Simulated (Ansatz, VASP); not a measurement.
This is a calculation of MnS for Ansatz 0.2.0.

File input.yaml:

```yaml
crystal:
  lattice:
    - [0.0, 2.6045, 2.6045]
    - [2.6045, 0.0, 2.6045]
    - [2.6045, 2.6045, 0.0]
  atoms:
    - { symbol: Mn, position: [0.0, 0.0, 0.0], spin: 4.0 }
    - { symbol: S, position: [0.5, 0.5, 0.5] }
kpoints:
  mp_grid: { grid: [9, 9, 9] }
scf:
  occupations: { method: fermi_dirac, width: 0.05 }
hamiltonian:
  xc: pbe
  dispersion: d4
  pseudopotentials: { kind: all_electron, lapw: { basis_error: 0.001 } }
magnetization:
  spin_polarized: true
output:
  forces: true
  stress: true
relax:
  f_tol: 0.02
  max_steps: 60
  cell: {}
```

Potentials or basis: all-electron LAPW, scalar-relativistic.

Run with:

```console
$ ansatz run input.yaml --threads 2 --pin off --max-ram 6144MiB --backend cpu --events-out ev --progress --plain --runs-dir out
```

**Question.** Translate it to VASP 6.6.1. Potentials there: VASP PAW PBE potentials, release 64 (Mn_pv, S).

**Answer.** As run (the cutoff follows the program's own potentials):

Contents of INCAR:

```
SYSTEM = MnS
PREC = Accurate
ENCUT = 600
EDIFF = 1E-6
ISMEAR = -1
SIGMA = 0.05
LREAL = .FALSE.
LASPH = .TRUE.
NELM = 150
ALGO = Normal
ISIF = 3
LWAVE = .FALSE.
LCHARG = .FALSE.
ISPIN = 2
MAGMOM = 4 0
LORBIT = 11
LMAXMIX = 4
GGA = PE
IVDW = 13
IBRION = 2
NSW = 80
EDIFFG = -0.02
```

Contents of KPOINTS:

```
Automatic mesh
0
G
  9 9 9
  0 0 0
```

POSCAR

```
MnS
1.0
    0.0000000000      2.6045000000      2.6045000000
    2.6045000000      0.0000000000      2.6045000000
    2.6045000000      2.6045000000      0.0000000000
Mn S
1 1
Direct
    0.0000000000      0.0000000000      0.0000000000
    0.5000000000      0.5000000000      0.5000000000
```

Potentials or basis: VASP PAW PBE potentials, release 64 (Mn_pv, S).

Run with:

```bash
$ cat potpaw_PBE.64/Mn_pv/POTCAR potpaw_PBE.64/S/POTCAR > POTCAR
$ mpirun -np 1 vasp_std > vasp.out
```

Both were run:

|  | VASP | Ansatz | Ansatz less VASP |
| --- | --- | --- | --- |
| net moment per atom (μB) | 2.07 | 2.07 | -0.004 |
| size of the moment on the site where the two differ most (μB) | 3.83 | 3.92 | +0.085 |
| relaxed volume (Å³/atom) | 15.24 | 15.23 | -0.016 |
| relaxed cell length with the largest relative difference (Å) | 3.507 | 3.505 | -0.0012 |

Site moments also hang on the region over which each program counts them. Ansatz ran all-electron here, and VASP with PAW potentials.
